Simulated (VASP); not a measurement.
Write the native input for VASP 6.6.1 that does the following.

```
Task                   : single point
Functional             : PBE
Potentials or basis    : VASP PAW PBE potentials, release 64 (C)
Cutoff                 : 520 eV
k mesh                 : 12 × 12 × 12
Occupations            : gaussian, width 0.02 eV
Spin                   : no spin polarisation
Dipole correction      : no
Further INCAR settings : ALGO = Normal; EDIFF = 1e-06; NBANDS = 11
```

The structure of C lies in POSCAR:

```
C
1.0
    0.0000000000      1.7304720767      1.7304720767
    1.7304720767      0.0000000000      1.7304720767
    1.7304720767      1.7304720767      0.0000000000
C
2
Direct
    0.0000000000      0.0000000000      0.0000000000
    0.2500000000      0.2500000000      0.2500000000
```

This cell differs from its parent crystal: volume scaled by 0.91.

These files were run (other wordings do the same):

INCAR

```
SYSTEM = C
  PREC = Accurate
  ENCUT = 520
  EDIFF = 1E-6
  ISMEAR = 0
  SIGMA = 0.02
  LREAL = .False.
  LASPH = .True.
  NELM = 80
  ALGO = Normal
  ISIF = 2
  LWAVE = .False.
  LCHARG = .True.
  GGA = PE
  LELF = .True.
  LVHAR = .True.
  NBANDS = 11
```

KPOINTS

```
Automatic mesh
0
Gamma
  12 12 12
  0 0 0
```

Potentials or basis: VASP PAW PBE potentials, release 64 (C).

Run with:

```console
$ cat potpaw_PBE.64/C/POTCAR > POTCAR
$ mpirun -np 1 vasp_std > vasp.out
```

It gave:

```json
{
  "Pressure": "49.7 GPa",
  "Band gap on the k mesh": "4.36 eV, indirect (least direct gap 5.84 eV)"
}
```

It took 3.4 s on 1 thread of Intel(R) Xeon(R) 6975P-C (Granite Rapids), with other jobs on the host, peak memory 0.11 GiB.
